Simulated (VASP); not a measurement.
# Au in VASP: a series of runs

Au is run at these levels: PBE+D3(BJ); tasks: single point.

All numbers are computed with VASP 6.6.1; they aren't measurements. Logs are shortened: lines on timing, memory, paths and dates and some standing lists are left out, and cuts for length are marked.

## 1. The cell of the first run

The cell holds a slab with vacuum, 12 atoms: a = 5.803 Å, b = 5.803 Å, c = 24.454 Å, α = 90.00°, β = 90.00°, γ = 120.00°.

## 2. Single point, PBE+D3(BJ)

File INCAR:

```
PREC = Accurate ; ENCUT = 520
EDIFF = 1E-7 ; ISMEAR = 0
SIGMA = 0.1 ; LREAL = F
LASPH = T ; NELM = 80
ALGO = Normal ; ISIF = 2
LWAVE = F ; LCHARG = F
LDIPOL = T ; IDIPOL = 3
DIPOL = 0.5 0.5 0.429 ; GGA = PE
IVDW = 12 ; NBANDS = 78
```

File KPOINTS:

```
Automatic mesh
0
Gamma
  4 4 1
```

File POSCAR:

```
Au
1.0
    5.8027911564      0.0000000000      0.0000000000
   -2.9013955782      5.0253645543      0.0000000000
    0.0000000000      0.0000000000     24.4540591391
Au
12
Direct
    0.3333333333      0.1666666667      0.3271440522
    0.3333333333      0.6666666667      0.3271440522
    0.8333333333      0.1666666667      0.3271440522
    0.8333333333      0.6666666667      0.3271440522
    0.6682374377      0.3343384122      0.4290548360
    0.6679800363      0.8342497251      0.4290837731
    0.1675792553      0.3341890898      0.4292788679
    0.1675993063      0.8339000853      0.4293305669
    0.0020473735      0.5014911390      0.5314815196
    0.0021616703      0.0016458897      0.5315561290
    0.5024725133      0.5011371568      0.5306854499
    0.5023866427      0.0019363557      0.5309031262
```

Potentials or basis: VASP PAW PBE potentials, release 64 (Au).

On the command line:

```bash
$ cat potpaw_PBE.64/Au/POTCAR > POTCAR
$ mpirun -np 1 vasp_std > vasp.out
```

OUTCAR:

```text
PREC = Accurate
   ENCUT = 520
   EDIFF = 1E-7
   ISMEAR = 0
   LREAL = F
   LASPH = T
   NELM = 80
   ISIF = 2
   GGA = PE
   IVDW = 12
 IVDW          = 12

 ion  position               nearest neighbor table
   1  0.333  0.167  0.327-   3 2.90   3 2.90   4 2.90   2 2.90   2 2.90   4 2.90   8 3.01   7 3.01
                             5 3.01
   2  0.333  0.667  0.327-   4 2.90   4 2.90   1 2.90   1 2.90   3 2.90   3 2.90   7 3.00   6 3.01
                             8 3.01
   3  0.833  0.167  0.327-   1 2.90   1 2.90   4 2.90   4 2.90   2 2.90   2 2.90   6 3.00   5 3.00
                             7 3.01
   4  0.833  0.667  0.327-   2 2.90   2 2.90   3 2.90   3 2.90   1 2.90   1 2.90   5 3.00   6 3.00
                             8 3.01
   5  0.668  0.334  0.429-   7 2.90   8 2.90   6 2.90   6 2.90   8 2.90   7 2.90  11 2.99  12 3.00
                             4 3.00   3 3.00   1 3.01   9 3.01
   6  0.668  0.834  0.429-   7 2.90   8 2.90   5 2.90   5 2.90   8 2.90   7 2.90  11 3.00  12 3.00
                             3 3.00   4 3.00   2 3.01  10 3.02
   7  0.168  0.334  0.429-   5 2.90   8 2.90   6 2.90   6 2.90   8 2.90   5 2.90  11 3.00   2 3.00
                             1 3.01   9 3.01  10 3.01   3 3.01
   8  0.168  0.834  0.429-   5 2.90   7 2.90   6 2.90   6 2.90   7 2.90   5 2.90  12 3.00   9 3.01
                             1 3.01   2 3.01  10 3.01   4 3.01
   9  0.002  0.501  0.531-  11 2.90  12 2.90  10 2.90  10 2.90  12 2.90  11 2.90   8 3.01   7 3.01
                             5 3.01
  10  0.002  0.002  0.532-   9 2.90  11 2.90  12 2.90  12 2.90   9 2.90  11 2.90   7 3.01   8 3.01
                             6 3.02
  11  0.502  0.501  0.531-  12 2.90   9 2.90  10 2.90  10 2.90   9 2.90  12 2.91   5 2.99   6 3.00
                             7 3.00
  12  0.502  0.002  0.531-  11 2.90   9 2.90  10 2.90  10 2.90   9 2.90  11 2.91   5 3.00   8 3.00
                             6 3.00

  LATTYP: Found a hexagonal cell.
 ALAT       =     5.8027911564
 C/A-ratio  =     4.2141890825

  Lattice vectors:

 A1 = (   5.8027911564,   0.0000000000,   0.0000000000)
 A2 = (  -2.9013955782,   5.0253645543,   0.0000000000)
 A3 = (   0.0000000000,   0.0000000000,  24.4540591391)

Analysis of symmetry for initial positions (statically):
=====================================================================
 Subroutine PRICEL returns:
 Original cell was already a primitive cell.

 Routine SETGRP: Setting up the symmetry group for a
 hexagonal supercell.

 Subroutine GETGRP returns: Found  1 space group operations
 (whereof  1 operations were pure point group operations)
 out of a pool of 24 trial point group operations.

The static configuration has the point symmetry C_1 .

Analysis of symmetry for dynamics (positions and initial velocities):
=====================================================================
 Subroutine PRICEL returns:
 Original cell was already a primitive cell.

 Routine SETGRP: Setting up the symmetry group for a
 hexagonal supercell.

 Subroutine GETGRP returns: Found  1 space group operations
 (whereof  1 operations were pure point group operations)
 out of a pool of 24 trial point group operations.

The dynamic configuration has the point symmetry C_1 .

 Subroutine INISYM returns: Found  1 space group operations
 (whereof  1 operations are pure point group operations),
 and found     1 'primitive' translations

----------------------------------------------------------------------------------------

                                     Primitive cell

  volume of cell :     713.1083

  direct lattice vectors                    reciprocal lattice vectors
     5.802791156  0.000000000  0.000000000     0.172330862  0.099495269  0.000000000
    -2.901395578  5.025364554  0.000000000     0.000000000  0.198990539  0.000000000
     0.000000000  0.000000000 24.454059139     0.000000000  0.000000000  0.040893007

  length of vectors
     5.802791156  5.802791156 24.454059139     0.198990539  0.198990539  0.040893007

  position of ions in fractional coordinates (direct lattice)
     0.333333333  0.166666667  0.327144052
     0.333333333  0.666666667  0.327144052
     0.833333333  0.166666667  0.327144052
     0.833333333  0.666666667  0.327144052
     0.668237438  0.334338412  0.429054836
     0.667980036  0.834249725  0.429083773
     0.167579255  0.334189090  0.429278868
     0.167599306  0.833900085  0.429330567
     0.002047373  0.501491139  0.531481520
     0.002161670  0.001645890  0.531556129
     0.502472513  0.501137157  0.530685450
     0.502386643  0.001936356  0.530903126

  ion indices of the primitive-cell ions
   primitive index   ion index
                 1           1
                 2           2
                 3           3
                 4           4
                 5           5
                 6           6
                 7           7
                 8           8
                 9           9
                10          10
                11          11
                12          12

----------------------------------------------------------------------------------------

 KPOINTS: Automatic mesh

Automatic generation of k-mesh.
 Grid dimensions read from file:
 generate k-points for:    4    4    1

 Generating k-lattice:

  Cartesian coordinates                     Fractional coordinates (reciprocal lattice)
     0.043082715  0.024873817  0.000000000     0.250000000  0.000000000  0.000000000
     0.000000000  0.049747635  0.000000000     0.000000000  0.250000000  0.000000000
     0.000000000  0.000000000  0.040893007     0.000000000  0.000000000  1.000000000

  Length of vectors
     0.049747635  0.049747635  0.040893007

  Shift w.r.t. Gamma in fractional coordinates (k-lattice)
     0.000000000  0.000000000  0.000000000

 Subroutine IBZKPT returns following result:
 ===========================================

 Found     10 irreducible k-points:

 Following reciprocal coordinates:
            Coordinates               Weight
  0.000000  0.000000  0.000000      1.000000
  0.250000  0.000000  0.000000      2.000000
  0.000000  0.250000  0.000000      2.000000
 -0.250000  0.250000  0.000000      2.000000
  0.500000  0.000000  0.000000      1.000000
  0.000000  0.500000  0.000000      1.000000
  0.500000  0.500000  0.000000      1.000000
  0.250000  0.250000  0.000000      2.000000
 -0.250000  0.500000  0.000000      2.000000
  0.500000  0.250000  0.000000      2.000000
   k-points           NKPTS =     10   k-points in BZ     NKDIM =     10   number of bands    NBANDS=     78
   number of dos      NEDOS =    301   number of ions     NIONS =     12
   total plane-waves  NPLWV = 442368
   dimension x,y,z NGX =    48 NGY =   48 NGZ =  192
   dimension x,y,z NGXF=    96 NGYF=   96 NGZF=  384
   ions per type =              12
   NGX,Y,Z   is equivalent  to a cutoff of  13.75, 13.75, 13.05 a.u.
   NGXF,Y,Z  is equivalent  to a cutoff of  27.50, 27.50, 26.11 a.u.
 SYSTEM =  unknown system
   PREC   = accura    normal or accurate (medium, high low for compatibility)
   ISTART =      0    job   : 0-new  1-cont  2-samecut
   ICHARG =      2    charge: 1-file 2-atom 10-const
   ISPIN  =      1    spin polarized calculation?
   LNONCOLLINEAR =      F non collinear calculations
   LSORBIT =      F    spin-orbit coupling
   LASPH  =      T    aspherical Exc in radial PAW
   ENCUT  =  520.0 eV  38.22 Ry    6.18 a.u.  10.79 10.79 45.47*2*pi/ulx,y,z
   NELM   =     80;   NELMIN=  2; NELMDL= -5     # of ELM steps
   EDIFF  = 0.1E-06   stopping-criterion for ELM
   LREAL  =      F    real-space projection
   EDIFFG = 0.1E-05   stopping-criterion for IOM
   NSW    =      0    number of steps for IOM
   IBRION =     -1    ionic relax: 0-MD 1-quasi-New 2-CG
   NFREE  =      0    steps in history (QN), initial steepest desc. (CG)
   ISIF   =      2    stress and relaxation
   ISYM   =      2    0-nonsym 1-usesym 2-fastsym
   POTIM  = 0.5000    time-step for ionic-motion
   TEBEG  =    0.0;   TEEND  =   0.0 temperature during run
   PSTRESS=    0.0 pullay stress
   NELECT =     132.0000    total number of electrons
   NUPDOWN=      -1.0000    fix difference up-down
   EMIN   =  10.00;   EMAX   =-10.00  energy-range for DOS
   EFERMI =   0.00;   METHOD = LEGACY
   ISMEAR =     0;   SIGMA  =   0.10  broadening in eV -4-tet -1-fermi 0-gaus
   EFERMI_NEDOS =   21; number of points for ismear=-14 and -15
   IALGO  =     38    algorithm
   IMIX   =      4    mixing-type and parameters
     AMIX     =   0.40;   BMIX     =  1.00
     AMIX_MAG =   1.60;   BMIX_MAG =  1.00
  volume/ion in A,a.u.               =      59.43       401.02
  Fermi-wavevector in a.u.,A,eV,Ry     =   0.932999  1.763112 11.843686  0.870486
  Thomas-Fermi vector in A             =   2.059655
   LORBIT       =      0    0 simple, 1 ext, 2 COOP (PROOUT), +10 PAW based schemes
   GGA     = PE    functional components
   LHFCALC =     F    Hartree Fock is set to
   AEXX    =    0.0000 exact exchange contribution
   IVDW    =    12    specifies the selected vdW correction
   LEPSILON=     F    determine dielectric tensor
   LRPA    =     F    only Hartree local field effects (RPA)
 non-spin polarized calculation
 Gauss-broadening in eV      SIGMA  =   0.10
  energy-cutoff  :      520.00
  volume of cell :      713.11
 maximum number of plane-waves:     19217
 NGX is ok and might be reduce to    48
   NGX = 21   NGY = 21   NGZ = 91

 dipolmoment           0.000000      0.000000      0.001845 electrons x Angstroem

 number of electron     132.0000012 magnetization

 dipolmoment           0.000000      0.000000     -0.000115 electrons x Angstroem

 Free energy of the ion-electron system (eV)
  ---------------------------------------------------
  ext. energy  EPLUGINS =         0.00000000
  ---------------------------------------------------
  free energy    TOTEN  =       -36.25484092 eV

  energy without entropy =      -36.21480335  energy(sigma->0) =      -36.23482213

 E-fermi :  -1.0454     XC(G=0):  -4.4131

 val. band max:       -1.2534261487   @ k =   0.0000   0.5000   0.0000
 cond. band min:      -0.9823070036   @ k =   0.5000   0.0000   0.0000
 fundamental gap:      0.2711191451
 Fermi energy:        -1.0454238812

 k-point     1 :       0.0000    0.0000    0.0000
  band No.  band energies     occupation
      1      -9.7379      2.00000
      2      -8.3382      2.00000
      3      -7.9471      2.00000
      4      -7.5616      2.00000
      5      -7.5605      2.00000
      6      -7.5569      2.00000
[... 70 lines left out ...]
     77       3.0362      0.00000
     78       3.0388      0.00000

 k-point     2 :       0.2500    0.0000    0.0000
  band No.  band energies     occupation
      1      -9.2705      2.00000
      2      -7.8756      2.00000
      3      -7.5470      2.00000
      4      -7.5290      2.00000
      5      -7.2125      2.00000
      6      -7.2078      2.00000
[... 70 lines left out ...]
     77       3.7318      0.00000
     78       3.7569      0.00000
[... 565 lines left out ...]
     77       4.3494      0.00000
     78       4.3950      0.00000

 k-point    10 :       0.5000    0.2500    0.0000
  band No.  band energies     occupation
      1      -8.4329      2.00000
      2      -7.3688      2.00000
      3      -7.3654      2.00000
      4      -7.1181      2.00000
      5      -6.8509      2.00000
      6      -6.7727      2.00000
[... 70 lines left out ...]
     77       4.3510      0.00000
     78       4.3857      0.00000

------------------------ aborting loop because EDIFF is reached ----------------------------------------

 vacuum level on the upper side and lower side of the slab       (xc-potential included)        -0.005        -0.005

 Edisp (eV)   -5.21132

 E8    (eV) :    -2.4431

  FORCE on cell =-STRESS in cart. coord.  units (eV):
  Direction    XX          YY          ZZ          XY          YZ          ZX
  --------------------------------------------------------------------------------------
  -------------------------------------------------------------------------------------
  Total     -16.98145   -16.97191    -0.25575    -0.00474    -0.01803    -0.01937
  in kB     -38.15310   -38.13168    -0.57460    -0.01065    -0.04051    -0.04352
  external pressure =      -25.62 kB  Pullay stress =        0.00 kB

 VOLUME and BASIS-vectors are now :
 -----------------------------------------------------------------------------
  energy-cutoff  :      520.00
  volume of cell :      713.11
      direct lattice vectors                 reciprocal lattice vectors
     5.802791156  0.000000000  0.000000000     0.172330862  0.099495269  0.000000000
    -2.901395578  5.025364554  0.000000000     0.000000000  0.198990539  0.000000000
     0.000000000  0.000000000 24.454059139     0.000000000  0.000000000  0.040893007

 POSITION                                       TOTAL-FORCE (eV/Angst)
 -----------------------------------------------------------------------------------
      1.45070      0.83756      8.00000        -0.002469     -0.002085      0.009192
     -0.00000      3.35024      8.00000        -0.002538      0.000064      0.007441
      4.35209      0.83756      8.00000         0.004695      0.001892      0.004118
      2.90140      3.35024      8.00000         0.004551      0.004211      0.004364
      2.90759      1.68017     10.49213        -0.010516     -0.007590     -0.004697
      1.45566      4.19241     10.49284        -0.001267      0.000449      0.001189
      0.00281      1.67942     10.49761         0.010199     -0.005937     -0.007639
     -1.44693      4.19065     10.49888         0.001145      0.012274     -0.008131
     -1.44314      2.52018     12.99688         0.012240      0.006460     -0.017086
      0.00777      0.00827     12.99871        -0.001311     -0.004391     -0.024224
      1.46175      2.51840     12.97741        -0.017886      0.014881      0.024023
      2.90963      0.00973     12.98274         0.003158     -0.020228      0.011449
 -----------------------------------------------------------------------------------
    total drift:                               -0.000314     -0.000289     -0.000685

  FREE ENERGIE OF THE ION-ELECTRON SYSTEM (eV)
  ---------------------------------------------------
  free  energy   TOTEN  =       -41.4661620340 eV

  energy  without entropy=      -41.4261244617  energy(sigma->0) =      -41.44614325

 vacuum level on the upper side and lower side of the slab         4.200         4.200
```

It took 17 min on 1 thread of Intel Xeon Platinum 8559C (Emerald Rapids), shared host; peak memory 0.99 GiB.

Results:

| Item | Value |
| --- | --- |
| Free energy | -41.4662 eV |
| Largest force | 0.033 eV/Å |
| Band gap on the k mesh | zero (band 66 reaches -0.75 eV, above the bottom of band 67 at -1.49 eV) |
| Dispersion energy per atom | -0.434 eV |

Forces on the atoms (eV/Å):
```
Au  -0.002 -0.002  0.009
Au  -0.003  0.000  0.007
Au   0.005  0.002  0.004
Au   0.005  0.004  0.004
Au  -0.011 -0.008 -0.005
Au  -0.001  0.000  0.001
Au   0.010 -0.006 -0.008
Au   0.001  0.012 -0.008
Au   0.012  0.006 -0.017
Au  -0.001 -0.004 -0.024
Au  -0.018  0.015  0.024
Au   0.003 -0.020  0.011
```

Caveat: spin-orbit coupling is left out, which moves the levels of the heavy elements.

## 3. Single point, PBE+D3(BJ)

This run uses another cell than the first one, of 59.66 Å³/atom, 1.004 times its volume.

File INCAR:

```
PREC = Accurate
ENCUT = 520
EDIFF = 1E-7
ISMEAR = 0
SIGMA = 0.1
LREAL = False
LASPH = True
NELM = 80
ALGO = Normal
ISIF = 2
LWAVE = False
LCHARG = False
LDIPOL = True
IDIPOL = 3
DIPOL = 0.5 0.5 0.427
GGA = PE
IVDW = 12
NBANDS = 78
```

File KPOINTS:

```
regular mesh
0
Gamma
  4 4 1
```

File POSCAR:

```
Au
1.0
    5.8027911561      0.0000000000      0.0000000000
   -2.9013955780      5.0253645540      0.0000000000
    0.0000000000      0.0000000000     24.5495591388
Au
12
Direct
    0.3333333333      0.1666666667      0.3258714323
    0.3333333333      0.6666666667      0.3258714323
    0.8333333333      0.1666666667      0.3258714323
    0.8333333333      0.6666666667      0.3258714323
    0.6647207143      0.3298349023      0.4275489007
    0.6641037295      0.8296919780      0.4274470485
    0.1643303876      0.3299721363      0.4274316312
    0.1645649664      0.8296093120      0.4275190913
   -0.0042964919      0.4935340618      0.5292779643
   -0.0046280282     -0.0073646130      0.5283796526
    0.4957943577      0.4927302028      0.5289227205
    0.4958825665     -0.0062143883      0.5295511745
```

Potentials or basis: VASP PAW PBE potentials, release 64 (Au).

On the command line:

```bash
$ cat potpaw_PBE.64/Au/POTCAR > POTCAR
$ mpirun -np 1 vasp_std > vasp.out
```

Run time: 27 min. Hardware: 1 thread of AMD EPYC 7R43 (Zen 3), shared host; peak memory 0.95 GiB.

It converged, with:

```
Free energy                : -41.4657 eV
Largest force              : 0.043 eV/Å
Band gap on the k mesh     : zero (band 66 reaches -0.76 eV, above the bottom of band 67 at -1.50 eV)
Dispersion energy per atom : -0.434 eV
```

Forces in eV/Å, atoms in the order of the input:
```
Au   0.002 -0.005  0.006
Au  -0.002 -0.003  0.004
Au  -0.003 -0.004  0.003
Au   0.000 -0.005  0.004
Au  -0.009 -0.006 -0.004
Au   0.000  0.002 -0.003
Au   0.008 -0.004 -0.004
Au   0.001  0.009 -0.008
Au   0.020 -0.005 -0.012
Au  -0.006  0.020  0.038
Au  -0.021  0.015  0.006
Au   0.010 -0.015 -0.029
```

Levels at points of the mesh, in eV from the Fermi level:
```
           k point  band 63  band 64  band 65  band 66  band 67  band 68  band 69  band 70
(0.00, 0.00, 0.00)    -1.56     0.26     0.28     0.30     0.31     1.21     1.21     1.22
(0.50, 0.00, 0.00)    -1.89    -1.88    -0.21    -0.20     0.06     0.06     1.04     1.04
(0.00, 0.50, 0.00)    -1.90    -1.90    -0.21    -0.21     0.06     0.06     1.04     1.04
(0.50, 0.50, 0.00)    -1.89    -1.88    -0.21    -0.20     0.06     0.06     1.04     1.04
```

Caveat: spin-orbit coupling is left out, which moves the levels of the heavy elements.
